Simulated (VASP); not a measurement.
# Os (Fm-3m) in VASP: notebook

The runs below take Os through single point, with PBE.

Everything below comes from runs of VASP 6.6.1. Logs are shortened: lines on timing, memory, paths and dates and some standing lists are left out, and cuts for length are marked.

### Step 1. The cell of the first run

It takes space group Fm-3m (No. 225, cubic). Conventional cell: a = 3.837 Å, b = 3.837 Å, c = 3.837 Å, α = 90.00°, β = 90.00°, γ = 90.00°. Os (site symmetry m-3m) has 12 Os at 2.71 Å within 3.6 Å.

### Step 2. Single point, PBE (volume scaled by 0.96)

INCAR

```
PREC = Accurate
ENCUT = 520
EDIFF = 1E-6
ISMEAR = -1
SIGMA = 0.05
LREAL = F
LASPH = T
NELM = 100
ALGO = Normal
ISIF = 2
LWAVE = F
LCHARG = F
GGA = PE
NBANDS = 10
```

KPOINTS

```
regular mesh
0
Gamma
  14 14 14
```

POSCAR

```
Os
1.0
    0.0000000000      1.9187129938      1.9187129938
    1.9187129938      0.0000000000      1.9187129938
    1.9187129938      1.9187129938      0.0000000000
Os
1
Direct
    0.0000000000      0.0000000000      0.0000000000
```

Potentials or basis: VASP PAW PBE potentials, release 64 (Os).

Started as:

```bash
$ cat potpaw_PBE.64/Os/POTCAR > POTCAR
$ mpirun -np 1 vasp_std > vasp.out
```

OUTCAR:

```text
PREC = Accurate
   ENCUT = 520
   EDIFF = 1E-6
   ISMEAR = -1
   LREAL = F
   LASPH = T
   NELM = 100
   ISIF = 2
   GGA = PE

 ion  position               nearest neighbor table
   1  0.000  0.000  0.000-

  LATTYP: Found a face centered cubic cell.
 ALAT       =     3.8374259876

  Lattice vectors:

 A1 = (   0.0000000000,   1.9187129938,   1.9187129938)
 A2 = (   1.9187129938,   0.0000000000,   1.9187129938)
 A3 = (   1.9187129938,   1.9187129938,   0.0000000000)

Analysis of symmetry for initial positions (statically):
=====================================================================
 Subroutine PRICEL returns:
 Original cell was already a primitive cell.

 Routine SETGRP: Setting up the symmetry group for a
 face centered cubic supercell.

 Subroutine GETGRP returns: Found 48 space group operations
 (whereof 48 operations were pure point group operations)
 out of a pool of 48 trial point group operations.

The static configuration has the point symmetry O_h .

Analysis of symmetry for dynamics (positions and initial velocities):
=====================================================================
 Subroutine PRICEL returns:
 Original cell was already a primitive cell.

 Routine SETGRP: Setting up the symmetry group for a
 face centered cubic supercell.

 Subroutine GETGRP returns: Found 48 space group operations
 (whereof 48 operations were pure point group operations)
 out of a pool of 48 trial point group operations.

The dynamic configuration has the point symmetry O_h .

 Subroutine INISYM returns: Found 48 space group operations
 (whereof 48 operations are pure point group operations),
 and found     1 'primitive' translations

----------------------------------------------------------------------------------------

                                     Primitive cell

  volume of cell :      14.1273

  direct lattice vectors                    reciprocal lattice vectors
     0.000000000  1.918712994  1.918712994    -0.260591345  0.260591345  0.260591345
     1.918712994  0.000000000  1.918712994     0.260591345 -0.260591345  0.260591345
     1.918712994  1.918712994  0.000000000     0.260591345  0.260591345 -0.260591345

  length of vectors
     2.713469938  2.713469938  2.713469938     0.451357450  0.451357450  0.451357450

  position of ions in fractional coordinates (direct lattice)
     0.000000000  0.000000000  0.000000000

  ion indices of the primitive-cell ions
   primitive index   ion index
                 1           1

----------------------------------------------------------------------------------------

 KPOINTS: regular mesh

Automatic generation of k-mesh.
 Grid dimensions read from file:
 generate k-points for:   14   14   14

 Generating k-lattice:

  Cartesian coordinates                     Fractional coordinates (reciprocal lattice)
    -0.018613668  0.018613668  0.018613668     0.071428571  0.000000000  0.000000000
     0.018613668 -0.018613668  0.018613668     0.000000000  0.071428571  0.000000000
     0.018613668  0.018613668 -0.018613668     0.000000000  0.000000000  0.071428571

  Length of vectors
     0.032239818  0.032239818  0.032239818

  Shift w.r.t. Gamma in fractional coordinates (k-lattice)
     0.000000000  0.000000000  0.000000000

 Subroutine IBZKPT returns following result:
 ===========================================

 Found    104 irreducible k-points:

 Following reciprocal coordinates:
            Coordinates               Weight
  0.000000  0.000000  0.000000      1.000000
  0.071429  0.000000  0.000000      8.000000
  0.142857  0.000000  0.000000      8.000000
  0.214286  0.000000  0.000000      8.000000
  0.285714  0.000000  0.000000      8.000000
  0.357143  0.000000  0.000000      8.000000
[... 16 lines left out ...]
  0.214286  0.142857  0.000000     24.000000
  0.285714  0.142857  0.000000     24.000000
 [... further k-points ...]
   k-points           NKPTS =    104   k-points in BZ     NKDIM =    104   number of bands    NBANDS=     10
   number of dos      NEDOS =    301   number of ions     NIONS =      1
   total plane-waves  NPLWV =   8000
   dimension x,y,z NGX =    20 NGY =   20 NGZ =   20
   dimension x,y,z NGXF=    40 NGYF=   40 NGZF=   40
   ions per type =               1
   NGX,Y,Z   is equivalent  to a cutoff of  12.25, 12.25, 12.25 a.u.
   NGXF,Y,Z  is equivalent  to a cutoff of  24.51, 24.51, 24.51 a.u.
 SYSTEM =  unknown system
   PREC   = accura    normal or accurate (medium, high low for compatibility)
   ISTART =      0    job   : 0-new  1-cont  2-samecut
   ICHARG =      2    charge: 1-file 2-atom 10-const
   ISPIN  =      1    spin polarized calculation?
   LNONCOLLINEAR =      F non collinear calculations
   LSORBIT =      F    spin-orbit coupling
   LASPH  =      T    aspherical Exc in radial PAW
   ENCUT  =  520.0 eV  38.22 Ry    6.18 a.u.   5.05  5.05  5.05*2*pi/ulx,y,z
   NELM   =    100;   NELMIN=  2; NELMDL= -5     # of ELM steps
   EDIFF  = 0.1E-05   stopping-criterion for ELM
   LREAL  =      F    real-space projection
   EDIFFG = 0.1E-04   stopping-criterion for IOM
   NSW    =      0    number of steps for IOM
   IBRION =     -1    ionic relax: 0-MD 1-quasi-New 2-CG
   NFREE  =      0    steps in history (QN), initial steepest desc. (CG)
   ISIF   =      2    stress and relaxation
   ISYM   =      2    0-nonsym 1-usesym 2-fastsym
   POTIM  = 0.5000    time-step for ionic-motion
   TEBEG  =    0.0;   TEEND  =   0.0 temperature during run
   PSTRESS=    0.0 pullay stress
   NELECT =       8.0000    total number of electrons
   NUPDOWN=      -1.0000    fix difference up-down
   EMIN   =  10.00;   EMAX   =-10.00  energy-range for DOS
   EFERMI =   0.00;   METHOD = LEGACY
   ISMEAR =    -1;   SIGMA  =   0.05  broadening in eV -4-tet -1-fermi 0-gaus
   EFERMI_NEDOS =   21; number of points for ismear=-14 and -15
   IALGO  =     38    algorithm
   IMIX   =      4    mixing-type and parameters
     AMIX     =   0.40;   BMIX     =  1.00
     AMIX_MAG =   1.60;   BMIX_MAG =  1.00
  volume/ion in A,a.u.               =      14.13        95.34
  Fermi-wavevector in a.u.,A,eV,Ry     =   1.354414  2.559472 24.959040  1.834438
  Thomas-Fermi vector in A             =   2.481588
   LORBIT       =      0    0 simple, 1 ext, 2 COOP (PROOUT), +10 PAW based schemes
   GGA     = PE    functional components
   LHFCALC =     F    Hartree Fock is set to
   AEXX    =    0.0000 exact exchange contribution
   IVDW    =     0    specifies the selected vdW correction
   LEPSILON=     F    determine dielectric tensor
   LRPA    =     F    only Hartree local field effects (RPA)
 non-spin polarized calculation
  energy-cutoff  :      520.00
  volume of cell :       14.13
 maximum number of plane-waves:       392
   NGX =  9   NGY =  9   NGZ =  9

 number of electron       8.0000000 magnetization

 Free energy of the ion-electron system (eV)
  ---------------------------------------------------
  ext. energy  EPLUGINS =         0.00000000
  ---------------------------------------------------
  free energy    TOTEN  =       -11.10367562 eV

  energy without entropy =      -11.09345849  energy(sigma->0) =      -11.09856705

 E-fermi :   9.1553     XC(G=0): -14.0004

 val. band max:        9.1552400840   @ k =  -0.4286   0.3571   0.1429
 cond. band min:       9.1621805979   @ k =   0.3571   0.2857   0.0714
 fundamental gap:      0.0069405139
 Fermi energy:         9.1553418124

 k-point     1 :       0.0000    0.0000    0.0000
  band No.  band energies     occupation
      1      -1.5364      2.00000
      2       6.2396      2.00000
      3       6.2396      2.00000
      4       6.2396      2.00000
      5       9.2447      0.28682
      6       9.2447      0.28682
      7      23.4622      0.00000
      8      29.2212      0.00000
      9      29.2212      0.00000
     10      29.2212      0.00000

 k-point     2 :       0.0714    0.0000    0.0000
  band No.  band energies     occupation
      1      -1.3005      2.00000
      2       6.0978      2.00000
      3       6.3460      2.00000
      4       6.3460      2.00000
      5       9.1684      0.87062
      6       9.1684      0.87062
      7      23.9001      0.00000
      8      28.0785      0.00000
      9      29.6396      0.00000
     10      29.6396      0.00000

 k-point     3 :       0.1429    0.0000    0.0000
  band No.  band energies     occupation
      1      -0.6371      2.00000
      2       5.7733      2.00000
      3       6.5925      2.00000
      4       6.5925      2.00000
      5       9.0452      1.80097
      6       9.0452      1.80097
      7      24.9716      0.00000
      8      26.2702      0.00000
      9      30.8367      0.00000
     10      30.8367      0.00000

 k-point     4 :       0.2143    0.0000    0.0000
  band No.  band energies     occupation
      1       0.2898      2.00000
      2       5.5372      2.00000
      3       6.7416      2.00000
      4       6.7416      2.00000
      5       9.1753      0.80282
      6       9.1753      0.80282
      7      24.1755      0.00000
      8      26.5424      0.00000
      9      32.6485      0.00000
     10      32.6485      0.00000
[... 222 lines left out ...]
 k-point    22 :       0.1429    0.1429    0.0000
  band No.  band energies     occupation
      1      -0.3287      2.00000
      2       5.2947      2.00000
      3       6.9805      2.00000
      4       6.9805      2.00000
      5       8.1262      2.00000
      6       9.6310      0.00015
      7      25.6868      0.00000
      8      27.5544      0.00000
      9      29.6827      0.00000
     10      29.6827      0.00000

 k-point    23 :       0.2143    0.1429    0.0000
  band No.  band energies     occupation
      1       0.3985      2.00000
      2       4.9077      2.00000
      3       7.0898      2.00000
      4       7.3259      2.00000
      5       8.0375      2.00000
      6       9.8503      0.00000
      7      26.4187      0.00000
      8      26.9663      0.00000
      9      29.9272      0.00000
     10      30.4737      0.00000

 k-point    24 :       0.2857    0.1429    0.0000
  band No.  band energies     occupation
      1       1.3065      2.00000
      2       4.6957      2.00000
      3       6.5797      2.00000
      4       7.4529      2.00000
      5       8.9060      1.98643
      6      10.3029      0.00000
      7      24.7126      0.00000
      8      27.7567      0.00000
      9      30.1187      0.00000
     10      30.8015      0.00000

 [... further k-points ...]

------------------------ aborting loop because EDIFF is reached ----------------------------------------

  FORCE on cell =-STRESS in cart. coord.  units (eV):
  Direction    XX          YY          ZZ          XY          YZ          ZX
  --------------------------------------------------------------------------------------
  -------------------------------------------------------------------------------------
  Total        0.5410198      0.5410198      0.5410198      0.0000000      0.0000000      0.0000000
  in kB       61.3569385     61.3569385     61.3569385      0.0000000      0.0000000      0.0000000
  external PRESSURE =      61.3569385 kB  Pullay stress =       0.0000000 kB

 VOLUME and BASIS-vectors are now :
 -----------------------------------------------------------------------------
  energy-cutoff  :      520.00
  volume of cell :       14.13
      direct lattice vectors                 reciprocal lattice vectors
     0.000000000  1.918712994  1.918712994    -0.260591345  0.260591345  0.260591345
     1.918712994  0.000000000  1.918712994     0.260591345 -0.260591345  0.260591345
     1.918712994  1.918712994  0.000000000     0.260591345  0.260591345 -0.260591345

 POSITION                                       TOTAL-FORCE (eV/Angst)
 -----------------------------------------------------------------------------------
      0.00000      0.00000      0.00000         0.000000      0.000000      0.000000
 -----------------------------------------------------------------------------------
    total drift:                                0.000000      0.000000     -0.000000

  FREE ENERGIE OF THE ION-ELECTRON SYSTEM (eV)
  ---------------------------------------------------
  free  energy   TOTEN  =       -11.1036756167 eV

  energy  without entropy=      -11.0934584879  energy(sigma->0) =      -11.09856705
```

It took 6.9 s on 1 thread of Intel Xeon Platinum 8488C (Sapphire Rapids), shared host; peak memory 0.13 GiB.

Results:

- Free energy: -11.1037 eV
- Pressure: 6.1 GPa
- Band gap on the k mesh: zero (band 4 reaches 11.58 eV, above the bottom of band 5 at 7.88 eV)

Levels at points of the mesh, in eV from the Fermi level:
| k point | band 2 | band 3 | band 4 | band 5 | band 6 | band 7 |
| --- | --- | --- | --- | --- | --- | --- |
| (0.00, 0.00, 0.00) | -2.92 | -2.92 | -2.92 | 0.09 | 0.09 | 14.31 |
| (0.50, 0.00, 0.00) | -3.07 | -3.07 | -0.17 | 2.47 | 2.47 | 8.95 |
| (0.50, 0.50, 0.00) | -6.75 | 2.39 | 2.43 | 3.15 | 3.15 | 12.20 |

Caveat: the cell differs from its parent crystal (volume scaled by 0.96); spin-orbit coupling is left out, which moves the levels of the heavy elements.

### Step 3. Single point, PBE (volume scaled by 0.94)

INCAR

```
  PREC = Accurate
  ENCUT = 520
  EDIFF = 1E-7
  ISMEAR = -1
  SIGMA = 0.05
  LREAL = F
  LASPH = T
  NELM = 80
  ALGO = Normal
  ISIF = 2
  LWAVE = F
  LCHARG = F
  GGA = PE
  NBANDS = 10
```

KPOINTS is that of step 2.

POSCAR

```
Os
1.0
    0.0000000000      1.9052949814      1.9052949814
    1.9052949814      0.0000000000      1.9052949814
    1.9052949814      1.9052949814      0.0000000000
Os
1
Direct
    0.0000000000      0.0000000000      0.0000000000
```

Potentials or basis: VASP PAW PBE potentials, release 64 (Os).

Started as:

```bash
$ cat potpaw_PBE.64/Os/POTCAR > POTCAR
$ mpirun -np 1 vasp_std > vasp.out
```

Wall time 7.5 s (1 thread of Intel Xeon Platinum 8488C (Sapphire Rapids), shared host); peak memory 0.13 GiB.

Results (log left out):

```yaml
Free_energy: -11.0836 eV
Pressure: 15.6 GPa
Band_gap_on_the_k_mesh: zero (band 4 reaches 11.99 eV, above the bottom of band 5 at 8.16 eV)
```

Levels at points of the mesh, in eV from the Fermi level:
| k point | band 1 | band 2 | band 3 | band 4 | band 5 | band 6 | band 7 | band 8 | band 9 |
| --- | --- | --- | --- | --- | --- | --- | --- | --- | --- |
| (0.00, 0.00, 0.00) | -10.88 | -3.01 | -3.01 | -3.01 | 0.10 | 0.10 | 14.29 | 20.18 | 20.18 |
| (0.50, 0.00, 0.00) | -7.76 | -3.17 | -3.17 | -0.17 | 2.56 | 2.56 | 9.23 | 13.83 | 20.57 |
| (0.50, 0.50, 0.00) | -7.68 | -6.96 | 2.44 | 2.52 | 3.27 | 3.27 | 12.42 | 12.42 | 12.57 |

Caveat: the cell differs from its parent crystal (volume scaled by 0.94); spin-orbit coupling is left out, which moves the levels of the heavy elements.

### Step 4. Single point, PBE

This run uses another cell than the first one, of 14.72 Å³/atom, 1.042 times its volume.

INCAR

```
PREC = Accurate
ENCUT = 520
EDIFF = 1E-7
ISMEAR = -1
SIGMA = 0.05
LREAL = False
LASPH = True
NELM = 80
ALGO = Normal
ISIF = 2
LWAVE = False
LCHARG = False
GGA = PE
NBANDS = 10
```

KPOINTS is that of step 3.

POSCAR

```
Os
1.0
    0.0000000000      1.9450000000      1.9450000000
    1.9450000000      0.0000000000      1.9450000000
    1.9450000000      1.9450000000      0.0000000000
Os
1
Direct
    0.0000000000      0.0000000000      0.0000000000
```

Potentials or basis: VASP PAW PBE potentials, release 64 (Os).

Started as:

```bash
$ cat potpaw_PBE.64/Os/POTCAR > POTCAR
$ mpirun -np 1 vasp_std > vasp.out
```

OUTCAR:

```text
PREC = Accurate
   ENCUT = 520
   EDIFF = 1E-7
   ISMEAR = -1
   LREAL = False
   LASPH = True
   NELM = 80
   ISIF = 2
   GGA = PE

 ion  position               nearest neighbor table
   1  0.000  0.000  0.000-

  LATTYP: Found a face centered cubic cell.
 ALAT       =     3.8900000000

  Lattice vectors:

 A1 = (   0.0000000000,   1.9450000000,   1.9450000000)
 A2 = (   1.9450000000,   0.0000000000,   1.9450000000)
[... 488 lines left out ...]
      8      26.7864      0.00000
      9      28.9443      0.00000
     10      29.7623      0.00000

 [... further k-points ...]

------------------------ aborting loop because EDIFF is reached ----------------------------------------

  FORCE on cell =-STRESS in cart. coord.  units (eV):
  Direction    XX          YY          ZZ          XY          YZ          ZX
  --------------------------------------------------------------------------------------
  -------------------------------------------------------------------------------------
  Total       -0.8910050     -0.8910050     -0.8910050      0.0000000      0.0000000      0.0000000
  in kB      -97.0067411    -97.0067411    -97.0067411      0.0000000      0.0000000      0.0000000
  external PRESSURE =     -97.0067411 kB  Pullay stress =       0.0000000 kB

 VOLUME and BASIS-vectors are now :
 -----------------------------------------------------------------------------
  energy-cutoff  :      520.00
  volume of cell :       14.72
      direct lattice vectors                 reciprocal lattice vectors
     0.000000000  1.945000000  1.945000000    -0.257069409  0.257069409  0.257069409
     1.945000000  0.000000000  1.945000000     0.257069409 -0.257069409  0.257069409
     1.945000000  1.945000000  0.000000000     0.257069409  0.257069409 -0.257069409

 POSITION                                       TOTAL-FORCE (eV/Angst)
 -----------------------------------------------------------------------------------
      0.00000      0.00000      0.00000         0.000000      0.000000      0.000000
 -----------------------------------------------------------------------------------
    total drift:                                0.000000      0.000000     -0.000000

  FREE ENERGIE OF THE ION-ELECTRON SYSTEM (eV)
  ---------------------------------------------------
  free  energy   TOTEN  =       -11.0964393516 eV

  energy  without entropy=      -11.0858736673  energy(sigma->0) =      -11.09115651
```

Wall time 7.5 s (1 thread of Intel Xeon Platinum 8488C (Sapphire Rapids), shared host); peak memory 0.13 GiB.

What came out:

| Item | Value |
| --- | --- |
| Free energy | -11.0964 eV |
| Pressure | -9.7 GPa |
| Band gap on the k mesh | zero (band 4 reaches 10.85 eV, above the bottom of band 5 at 7.36 eV) |

Levels at points of the mesh, in eV from the Fermi level:
```tsv
k point	band 1	band 2	band 3	band 4	band 5	band 6	band 7	band 8
(0.00, 0.00, 0.00)	-10.33	-2.75	-2.75	-2.75	0.07	0.07	14.32	19.84
(0.50, 0.00, 0.00)	-7.21	-2.89	-2.89	-0.16	2.30	2.30	8.42	13.85
(0.50, 0.50, 0.00)	-7.05	-6.37	2.26	2.30	2.94	2.94	11.53	12.00
```

Caveat: spin-orbit coupling is left out, which moves the levels of the heavy elements.

### Step 5. Single point, PBE (volume scaled by 0.98)

INCAR

```
SYSTEM = Os
PREC     = Accurate       ! precision mode
ENCUT    = 520            ! plane-wave cutoff, eV
EDIFF    = 1E-7           ! SCF threshold, eV
ISMEAR   = -1             ! smearing method
SIGMA    = 0.05           ! smearing width, eV
LREAL    = .False.        ! projectors in reciprocal space
LASPH    = .True.         ! aspherical terms in the spheres
NELM     = 60             ! most SCF steps
ALGO     = Normal         ! electronic algorithm
ISIF     = 2              ! what is computed and relaxed
LWAVE    = .False.        ! write WAVECAR
LCHARG   = .True.         ! write CHGCAR
GGA      = PE             ! functional
LELF     = .True.         ! ELF
LVHAR    = .True.       
NBANDS   = 10             ! bands
```

KPOINTS

```
Automatic mesh
0
Gamma
  14 14 14
  0 0 0
```

POSCAR

```
Os
1.0
    0.0000000000      1.9319459154      1.9319459154
    1.9319459154      0.0000000000      1.9319459154
    1.9319459154      1.9319459154      0.0000000000
Os
1
Direct
    0.0000000000      0.0000000000      0.0000000000
```

Started as:

```bash
$ cat potpaw_PBE.64/Os/POTCAR > POTCAR
$ mpirun -np 1 vasp_std > vasp.out
```

It took 7.8 s on 1 thread of Intel Xeon Platinum 8488C (Sapphire Rapids), shared host; peak memory 0.13 GiB.

The run converged. Its results:

```
Free energy            : -11.1073 eV
Pressure               : -2.3 GPa
Band gap on the k mesh : zero (band 4 reaches 11.19 eV, above the bottom of band 5 at 7.61 eV)
```

Levels at points of the mesh, in eV from the Fermi level:
| k point | band 1 | band 2 | band 3 | band 4 | band 5 | band 6 | band 7 | band 8 |
| --- | --- | --- | --- | --- | --- | --- | --- | --- |
| (0.00, 0.00, 0.00) | -10.51 | -2.83 | -2.83 | -2.83 | 0.08 | 0.08 | 14.32 | 19.95 |
| (0.50, 0.00, 0.00) | -7.39 | -2.98 | -2.98 | -0.17 | 2.39 | 2.39 | 8.68 | 13.84 |
| (0.50, 0.50, 0.00) | -7.25 | -6.55 | 2.34 | 2.34 | 3.04 | 3.04 | 11.86 | 12.13 |

Caveat: the cell differs from its parent crystal (volume scaled by 0.98); spin-orbit coupling is left out, which moves the levels of the heavy elements.

(Part 1 of 2 ends here.)
